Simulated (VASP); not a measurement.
# TiO2 (Pbca) in VASP: further runs, part 2 of 2

VASP 6.6.1. The steps go on from the part before.

**3. Single point, PBE**

This run uses another cell than the first one, of 10.73 Å³/atom.

Input file INCAR:

```
PREC = Accurate
ENCUT = 520
EDIFF = 1E-6
ISMEAR = -1
SIGMA = 0.02
LREAL = Auto
LASPH = T
NELM = 80
ALGO = Normal
ISIF = 2
LWAVE = F
LCHARG = F
GGA = PE
NBANDS = 114
```

Input file KPOINTS:

```
regular mesh
0
Gamma
  5 3 5
```

Input file POSCAR:

```
TiO2
1.0
    5.1450000000      0.0000000000      0.0000000000
    0.0000000000      9.1850000000      0.0000000000
    0.0000000000      0.0000000000      5.4470000000
Ti O
8 16
Direct
    0.1386123597      0.1289852453      0.9055668835
    0.6386123597      0.3710147547      0.0944331165
    0.8613876403      0.6289852453      0.5944331165
    0.3613876403      0.8710147547      0.4055668835
    0.8613876403      0.8710147547      0.0944331165
    0.3613876403      0.6289852453      0.9055668835
    0.1386123597      0.3710147547      0.4055668835
    0.6386123597      0.1289852453      0.5944331165
    0.4646036592      0.2298972109      0.8912419732
    0.9646036592      0.2701027891      0.1087580268
    0.5353963408      0.7298972109      0.6087580268
    0.0353963408      0.7701027891      0.3912419732
    0.5353963408      0.7701027891      0.1087580268
    0.0353963408      0.7298972109      0.8912419732
    0.4646036592      0.2701027891      0.3912419732
    0.9646036592      0.2298972109      0.6087580268
    0.8160441053      0.0097724521      0.8506384302
    0.3160441053      0.4902275479      0.1493615698
    0.1839558947      0.5097724521      0.6493615698
    0.6839558947      0.9902275479      0.3506384302
    0.1839558947      0.9902275479      0.1493615698
    0.6839558947      0.5097724521      0.8506384302
    0.8160441053      0.4902275479      0.3506384302
    0.3160441053      0.0097724521      0.6493615698
```

Potentials or basis: VASP PAW PBE potentials, release 64 (Ti_sv, O).

On the command line:

```sh
> cat potpaw_PBE.64/Ti_sv/POTCAR potpaw_PBE.64/O/POTCAR > POTCAR
> mpirun -np 1 vasp_std > vasp.out
```

Run time: 30 min. Hardware: 1 thread of Intel Xeon 8259CL, shared host; peak memory 0.53 GiB.

Results (log left out):

* Free energy: -215.0002 eV
* Pressure: 5.4 GPa
* Largest force: 0.058 eV/Å
* Band gap on the k mesh: 2.36 eV

Forces in eV/Å, atoms in the order of the input:
```
Ti   0.022  0.039 -0.036
Ti   0.022 -0.039  0.036
Ti  -0.022  0.039  0.036
Ti  -0.022 -0.039 -0.036
Ti  -0.022 -0.039  0.036
Ti  -0.022  0.039 -0.036
Ti   0.022 -0.039 -0.036
Ti   0.022  0.039  0.036
O    0.005  0.011 -0.007
O    0.005 -0.011  0.007
O   -0.005  0.011  0.007
O   -0.005 -0.011 -0.007
O   -0.005 -0.011  0.007
O   -0.005  0.011 -0.007
O    0.005 -0.011 -0.007
O    0.005  0.011  0.007
O   -0.036  0.000 -0.036
O   -0.036  0.000  0.036
O    0.036  0.000  0.036
O    0.036  0.000 -0.036
O    0.036  0.000  0.036
O    0.036  0.000 -0.036
O   -0.036  0.000 -0.036
O   -0.036  0.000  0.036
```

Stress tensor (GPa, compression positive):
```
5.01 0.00 0.00
0.00 5.57 0.00
0.00 0.00 5.70
```

Levels at points of the mesh, in eV from the valence-band top:
| k point | band 92 | band 93 | band 94 | band 95 | band 96 | band 97 | band 98 | band 99 | band 100 | band 101 |
| --- | --- | --- | --- | --- | --- | --- | --- | --- | --- | --- |
| (0.00, 0.00, 0.00) | -0.58 | -0.48 | -0.23 | -0.17 | 0.00 | 2.36 | 2.72 | 2.87 | 2.88 | 2.93 |

Caveat: the cell stands under pressure.

**4. Single point, PBE**

This run uses another cell than the first one, of 10.73 Å³/atom.

Input file INCAR:

```
PREC = Accurate ; ENCUT = 520
EDIFF = 1E-6 ; ISMEAR = -1
SIGMA = 0.02 ; LREAL = Auto
LASPH = T ; NELM = 80
ALGO = Normal ; ISIF = 2
LWAVE = F ; LCHARG = F
GGA = PE ; NBANDS = 114
```

Input file KPOINTS:

```
Automatic mesh
0
Gamma
  5 3 5
```

Input file POSCAR:

```
TiO2
1.0
    5.1450000000      0.0000000000      0.0000000000
    0.0000000000      9.1850000000      0.0000000000
    0.0000000000      0.0000000000      5.4470000000
Ti O
8 16
Direct
    0.1386016114      0.1289863995      0.9055767491
    0.6386016114      0.3710136005      0.0944232509
    0.8613983886      0.6289863995      0.5944232509
    0.3613983886      0.8710136005      0.4055767491
    0.8613983886      0.8710136005      0.0944232509
    0.3613983886      0.6289863995      0.9055767491
    0.1386016114      0.3710136005      0.4055767491
    0.6386016114      0.1289863995      0.5944232509
    0.4646122033      0.2298869778      0.8912570825
    0.9646122033      0.2701130222      0.1087429175
    0.5353877967      0.7298869778      0.6087429175
    0.0353877967      0.7701130222      0.3912570825
    0.5353877967      0.7701130222      0.1087429175
    0.0353877967      0.7298869778      0.8912570825
    0.4646122033      0.2701130222      0.3912570825
    0.9646122033      0.2298869778      0.6087429175
    0.8160539177      0.0097705752      0.8506325943
    0.3160539177      0.4902294248      0.1493674057
    0.1839460823      0.5097705752      0.6493674057
    0.6839460823      0.9902294248      0.3506325943
    0.1839460823      0.9902294248      0.1493674057
    0.6839460823      0.5097705752      0.8506325943
    0.8160539177      0.4902294248      0.3506325943
    0.3160539177      0.0097705752      0.6493674057
```

Potentials or basis: VASP PAW PBE potentials, release 64 (Ti_sv, O).

On the command line:

```sh
> cat potpaw_PBE.64/Ti_sv/POTCAR potpaw_PBE.64/O/POTCAR > POTCAR
> mpirun -np 1 vasp_std > vasp.out
```

OUTCAR:

```text
PREC = Accurate
   ENCUT = 520
   EDIFF = 1E-6
   ISMEAR = -1
   LREAL = Auto
   LASPH = T
   NELM = 80
   ISIF = 2
   GGA = PE

 ion  position               nearest neighbor table
   1  0.139  0.129  0.906-  21 1.86   9 1.92  10 1.93  24 2.00  17 2.01  16 2.07
   2  0.639  0.371  0.094-  22 1.86  10 1.92   9 1.93  23 2.00  18 2.01  15 2.07
   3  0.861  0.629  0.594-  23 1.86  11 1.92  12 1.93  22 2.00  19 2.01  14 2.07
   4  0.361  0.871  0.406-  24 1.86  12 1.92  11 1.93  21 2.00  20 2.01  13 2.07
   5  0.861  0.871  0.094-  17 1.86  13 1.92  14 1.93  20 2.00  21 2.01  12 2.07
   6  0.361  0.629  0.906-  18 1.86  14 1.92  13 1.93  19 2.00  22 2.01  11 2.07
   7  0.139  0.371  0.406-  19 1.86  15 1.92  16 1.93  18 2.00  23 2.01  10 2.07
[... 2255 lines left out ...]
  in kB       50.1648468     55.6901005     56.9346864      0.0000000      0.0000000      0.0000000
  external PRESSURE =      54.2632112 kB  Pullay stress =       0.0000000 kB

 VOLUME and BASIS-vectors are now :
 -----------------------------------------------------------------------------
  energy-cutoff  :      520.00
  volume of cell :      257.41
      direct lattice vectors                 reciprocal lattice vectors
     5.145000000  0.000000000  0.000000000     0.194363460  0.000000000  0.000000000
     0.000000000  9.185000000  0.000000000     0.000000000  0.108873163  0.000000000
     0.000000000  0.000000000  5.447000000     0.000000000  0.000000000  0.183587296

 POSITION                                       TOTAL-FORCE (eV/Angst)
 -----------------------------------------------------------------------------------
      0.71311      1.18474      4.93268         0.020703      0.039133     -0.034990
      3.28561      3.40776      0.51432         0.020703     -0.039133      0.034990
      4.43189      5.77724      3.23782        -0.020703      0.039133      0.034990
      1.85939      8.00026      2.20918        -0.020703     -0.039133     -0.034990
      4.43189      8.00026      0.51432        -0.020703     -0.039133      0.034990
      1.85939      5.77724      4.93268        -0.020703      0.039133     -0.034990
[... 16 lines left out ...]
      4.19860      4.50276      1.90990        -0.035738     -0.000297     -0.036162
      1.62610      0.08974      3.53710        -0.035738      0.000297      0.036162
 -----------------------------------------------------------------------------------
    total drift:                               -0.000000      0.000000      0.000000

  FREE ENERGIE OF THE ION-ELECTRON SYSTEM (eV)
  ---------------------------------------------------
  free  energy   TOTEN  =      -215.0002073792 eV

  energy  without entropy=     -215.0002073792  energy(sigma->0) =     -215.00020738
```

stdout:

```text
POSCAR found type information on POSCAR TiO
 POSCAR found :  2 types and      24 ions
 scaLAPACK will be used
 LDA part: xc-table for (Slater+PW92), standard interpolation
 POSCAR, INCAR and KPOINTS ok, starting setup
 FFT: planning ... GRIDC
 FFT: planning ... GRID_SOFT
 FFT: planning ... GRID
 WAVECAR not read
 entering main loop
```

It took 11 min on 1 thread of Intel Xeon 6975P-C (Granite Rapids), shared host; peak memory 0.51 GiB.

What came out:

* Free energy: -215.0002 eV
* Pressure: 5.4 GPa
* Largest force: 0.056 eV/Å
* Band gap on the k mesh: 2.36 eV

Forces on the atoms (eV/Å):
```
Ti   0.021  0.039 -0.035
Ti   0.021 -0.039  0.035
Ti  -0.021  0.039  0.035
Ti  -0.021 -0.039 -0.035
Ti  -0.021 -0.039  0.035
Ti  -0.021  0.039 -0.035
Ti   0.021 -0.039 -0.035
Ti   0.021  0.039  0.035
O    0.005  0.012 -0.008
O    0.005 -0.012  0.008
O   -0.005  0.012  0.008
O   -0.005 -0.012 -0.008
O   -0.005 -0.012  0.008
O   -0.005  0.012 -0.008
O    0.005 -0.012 -0.008
O    0.005  0.012  0.008
O   -0.036  0.000 -0.036
O   -0.036  0.000  0.036
O    0.036  0.000  0.036
O    0.036  0.000 -0.036
O    0.036  0.000  0.036
O    0.036  0.000 -0.036
O   -0.036  0.000 -0.036
O   -0.036  0.000  0.036
```

Levels at points of the mesh, in eV from the valence-band top:
```csv
k point,band 93,band 94,band 95,band 96,band 97,band 98,band 99,band 100
"(0.00, 0.00, 0.00)",-0.48,-0.23,-0.17,0.00,2.36,2.72,2.87,2.88
```

Caveat: the cell stands under pressure.
